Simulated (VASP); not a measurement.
# PbS (Fm-3m) in VASP: a series of runs

The runs below take PbS through single point, with PBE.

Program: VASP 6.6.1. These are calculated values, not measurements. Logs are shortened: lines on timing, memory, paths and dates and some standing lists are left out, and cuts for length are marked.

### 1 The cell of the first run

Symmetry: Fm-3m, No. 225, cubic system. Conventional cell: a = 5.851 Å, b = 5.851 Å, c = 5.851 Å, α = 90.00°, β = 90.00°, γ = 90.00°. Pb (site symmetry m-3m) has 6 S at 2.93 Å within 3.9 Å. S (site symmetry m-3m) has 6 Pb at 2.93 Å within 3.9 Å.

### 2 Single point, PBE, non-collinear spin, zero start, spin-orbit coupling

The input, INCAR:

```
SYSTEM = PbS
PREC     = Accurate       ! precision mode
ENCUT    = 520            ! plane-wave cutoff, eV
EDIFF    = 1E-6           ! SCF threshold, eV
ISMEAR   = -1             ! smearing method
SIGMA    = 0.05           ! smearing width, eV
LREAL    = .FALSE.        ! projectors in reciprocal space
LASPH    = .TRUE.         ! aspherical terms in the spheres
NELM     = 150            ! most SCF steps
ALGO     = Normal         ! electronic algorithm
ISIF     = 2              ! what is computed and relaxed
LWAVE    = .FALSE.        ! write WAVECAR
LCHARG   = .FALSE.        ! write CHGCAR
MAGMOM   = 0 0 0 0 0 0    ! initial moments
LORBIT   = 11             ! projections on sites
LSORBIT  = .TRUE.         ! spin-orbit coupling
GGA_COMPAT= .FALSE.      
LORBMOM  = .TRUE.       
GGA      = PE             ! functional
NBANDS   = 32             ! bands
```

The input, KPOINTS:

```
regular mesh
0
G
  8 8 8
  0 0 0
```

The input, POSCAR:

```
PbS
1.0
    0.0000000000      2.9256673838      2.9256673838
    2.9256673838      0.0000000000      2.9256673838
    2.9256673838      2.9256673838      0.0000000000
Pb S
1 1
Direct
    0.0000000000      0.0000000000      0.0000000000
    0.5000000000      0.5000000000      0.5000000000
```

Potentials or basis: VASP PAW PBE potentials, release 64 (Pb_d, S).

Run with:

```
cat potpaw_PBE.64/Pb_d/POTCAR potpaw_PBE.64/S/POTCAR > POTCAR
mpirun -np 1 vasp_ncl > vasp.out
```

OUTCAR:

```text
SYSTEM = PbS
   PREC = Accurate
   ENCUT = 520
   EDIFF = 1E-6
   ISMEAR = -1
   LREAL = .FALSE.
   LASPH = .TRUE.
   NELM = 150
   ISIF = 2
   LORBIT = 11
   LSORBIT = .TRUE.
   GGA = PE

 ion  position               nearest neighbor table
   1  0.000  0.000  0.000-   2 2.93   2 2.93   2 2.93   2 2.93   2 2.93   2 2.93
   2  0.500  0.500  0.500-   1 2.93   1 2.93   1 2.93   1 2.93   1 2.93   1 2.93

  LATTYP: Found a face centered cubic cell.
 ALAT       =     5.8513347676

  Lattice vectors:

 A1 = (   0.0000000000,   2.9256673838,   2.9256673838)
 A2 = (   2.9256673838,   0.0000000000,   2.9256673838)
 A3 = (   2.9256673838,   2.9256673838,   0.0000000000)

Analysis of symmetry for initial positions (statically):
=====================================================================
 Subroutine PRICEL returns:
 Original cell was already a primitive cell.

 Routine SETGRP: Setting up the symmetry group for a
 face centered cubic supercell.

 Subroutine GETGRP returns: Found 48 space group operations
 (whereof 48 operations were pure point group operations)
 out of a pool of 48 trial point group operations.

The static configuration has the point symmetry O_h .

Analysis of symmetry for dynamics (positions and initial velocities):
=====================================================================
 Subroutine PRICEL returns:
 Original cell was already a primitive cell.

 Routine SETGRP: Setting up the symmetry group for a
 face centered cubic supercell.

 Subroutine GETGRP returns: Found 48 space group operations
 (whereof 48 operations were pure point group operations)
 out of a pool of 48 trial point group operations.

The dynamic configuration has the point symmetry O_h .

Analysis of structural, dynamic, and magnetic symmetry:
=====================================================================
 Subroutine PRICEL returns:
 Original cell was already a primitive cell.

 Routine SETGRP: Setting up the symmetry group for a
 face centered cubic supercell.

 Subroutine GETGRP returns: Found 48 space group operations
 (whereof 48 operations were pure point group operations)
 out of a pool of 48 trial point group operations.

The overall configuration has the point symmetry O_h .

 Subroutine INISYM returns: Found 48 space group operations
 (whereof 48 operations are pure point group operations),
 and found     1 'primitive' translations
[... 1015 lines left out ...]
      0.00000      0.00000      0.00000         0.000000      0.000000      0.000000
      2.92567      2.92567      2.92567         0.000000      0.000000     -0.000000
 -----------------------------------------------------------------------------------
    total drift:                                0.000000     -0.000000     -0.000000

  FREE ENERGIE OF THE ION-ELECTRON SYSTEM (eV)
  ---------------------------------------------------
  free  energy   TOTEN  =        -9.0941468595 eV

  energy  without entropy=       -9.0933688781  energy(sigma->0) =       -9.09375787

 orbital moment (x)

 # of ion     p       d       tot
 ----------------------------------------
  1         0.000   0.000   0.000
  2         0.000   0.000   0.000
 ----------------------------------------
            0.000   0.000   0.000

 orbital moment (y)

 # of ion     p       d       tot
 ----------------------------------------
  1         0.000   0.000   0.000
  2         0.000   0.000   0.000
 ----------------------------------------
            0.000   0.000   0.000

 orbital moment (z)

 # of ion     p       d       tot
 ----------------------------------------
  1         0.000   0.000   0.000
  2         0.000   0.000   0.000
 ----------------------------------------
            0.000   0.000   0.000

 Spin-Orbit-Coupling matrix elements

 Ion:    1  E_soc:     -0.8038534
 l=   1
     0.0000000    -0.0671494    -0.0671494
    -0.0671494     0.0000000    -0.0671494
    -0.0671494    -0.0671494     0.0000000
 l=   2
     0.0000000    -0.0134836     0.0000000    -0.0134836    -0.0533425
    -0.0134836     0.0000000    -0.0400069    -0.0134836    -0.0133356
     0.0000000    -0.0400069     0.0000000    -0.0400069     0.0000000
    -0.0134836    -0.0134836    -0.0400069     0.0000000    -0.0133356
    -0.0533425    -0.0133356     0.0000000    -0.0133356     0.0000000
 l=   3
     0.0000000     0.0000000     0.0000000     0.0000000     0.0000000     0.0000000     0.0000000
     0.0000000     0.0000000     0.0000000     0.0000000     0.0000000     0.0000000     0.0000000
     0.0000000     0.0000000     0.0000000     0.0000000     0.0000000     0.0000000     0.0000000
     0.0000000     0.0000000     0.0000000     0.0000000     0.0000000     0.0000000     0.0000000
     0.0000000     0.0000000     0.0000000     0.0000000     0.0000000     0.0000000     0.0000000
     0.0000000     0.0000000     0.0000000     0.0000000     0.0000000     0.0000000     0.0000000
     0.0000000     0.0000000     0.0000000     0.0000000     0.0000000     0.0000000     0.0000000

 Ion:    2  E_soc:     -0.0040322
 l=   1
     0.0000000    -0.0006720    -0.0006720
    -0.0006720     0.0000000    -0.0006720
    -0.0006720    -0.0006720     0.0000000
 l=   2
     0.0000000     0.0000000     0.0000000     0.0000000     0.0000000
     0.0000000     0.0000000     0.0000000     0.0000000     0.0000000
     0.0000000     0.0000000     0.0000000     0.0000000     0.0000000
     0.0000000     0.0000000     0.0000000     0.0000000     0.0000000
     0.0000000     0.0000000     0.0000000     0.0000000     0.0000000
 l=   3
     0.0000000     0.0000000     0.0000000     0.0000000     0.0000000     0.0000000     0.0000000
     0.0000000     0.0000000     0.0000000     0.0000000     0.0000000     0.0000000     0.0000000
     0.0000000     0.0000000     0.0000000     0.0000000     0.0000000     0.0000000     0.0000000
     0.0000000     0.0000000     0.0000000     0.0000000     0.0000000     0.0000000     0.0000000
     0.0000000     0.0000000     0.0000000     0.0000000     0.0000000     0.0000000     0.0000000
     0.0000000     0.0000000     0.0000000     0.0000000     0.0000000     0.0000000     0.0000000
     0.0000000     0.0000000     0.0000000     0.0000000     0.0000000     0.0000000     0.0000000

 total charge

# of ion       s       p       d       tot
------------------------------------------
    1        1.477   0.552   9.852  11.880
    2        1.356   2.338   0.000   3.694
--------------------------------------------------
tot          2.833   2.889   9.852  15.574

 magnetization (x)

# of ion       s       p       d       tot
------------------------------------------
    1        0.000   0.000   0.000   0.000
    2        0.000   0.000   0.000   0.000
--------------------------------------------------
tot          0.000   0.000   0.000   0.000

 magnetization (y)

# of ion       s       p       d       tot
------------------------------------------
    1        0.000   0.000   0.000   0.000
    2        0.000   0.000   0.000   0.000
--------------------------------------------------
tot          0.000   0.000   0.000   0.000

 magnetization (z)

# of ion       s       p       d       tot
------------------------------------------
    1        0.000   0.000   0.000   0.000
    2        0.000   0.000   0.000   0.000
--------------------------------------------------
tot          0.000   0.000   0.000   0.000
```

It took 57 s on 1 thread of AMD EPYC 9R45 (Zen 5), shared host; peak memory 0.3 GiB.

Results:

```yaml
Free_energy: -9.0941 eV
Pressure: 4.4 GPa
Net_moment: 0.00 μB per cell
Valence_electrons_inside_the_program's_atomic_spheres: Pb 11.88; S 3.69
```

Moments on the atoms (μB; x, y, z):
```
Pb  0.00 0.00 0.00
S   0.00 0.00 0.00
```

Caveat: the cell stands under pressure.

### 3 Single point, PBE, non-collinear spin, zero start, spin-orbit coupling

This run uses another cell than the first one, of 25.56 Å³/atom.

The input, INCAR:

```
PREC = Accurate ; ENCUT = 520
EDIFF = 1E-6 ; ISMEAR = -1
SIGMA = 0.05 ; LREAL = F
LASPH = T ; NELM = 150
ALGO = Normal ; ISIF = 2
LWAVE = F ; LCHARG = F
MAGMOM = 0 0 0 0 0 0 ; LORBIT = 11
LSORBIT = T ; GGA_COMPAT = F
LORBMOM = T ; GGA = PE
NBANDS = 32
```

The input, KPOINTS:

```
Automatic mesh
0
Gamma
  8 8 8
```

The input, POSCAR:

```
PbS
1.0
    0.0000000000      2.9458450378      2.9458450378
    2.9458450378      0.0000000000      2.9458450378
    2.9458450378      2.9458450378      0.0000000000
Pb S
1 1
Direct
    0.0000000000      0.0000000000      0.0000000000
    0.5000000000      0.5000000000      0.5000000000
```

Potentials or basis: VASP PAW PBE potentials, release 64 (Pb_d, S).

Run with:

```
cat potpaw_PBE.64/Pb_d/POTCAR potpaw_PBE.64/S/POTCAR > POTCAR
mpirun -np 1 vasp_ncl > vasp.out
```

Wall time 54 s (1 thread of AMD EPYC 9R45 (Zen 5), shared host); peak memory 0.31 GiB.

Results (log left out):

* Free energy: -9.1190 eV
* Pressure: 3.1 GPa
* Net moment: 0.00 μB per cell
* Valence electrons inside the program's atomic spheres: Pb 11.87; S 3.69

Moments on the atoms (μB; x, y, z):
```
Pb  0.00 0.00 0.00
S   0.00 0.00 0.00
```

Caveat: the cell stands under pressure.
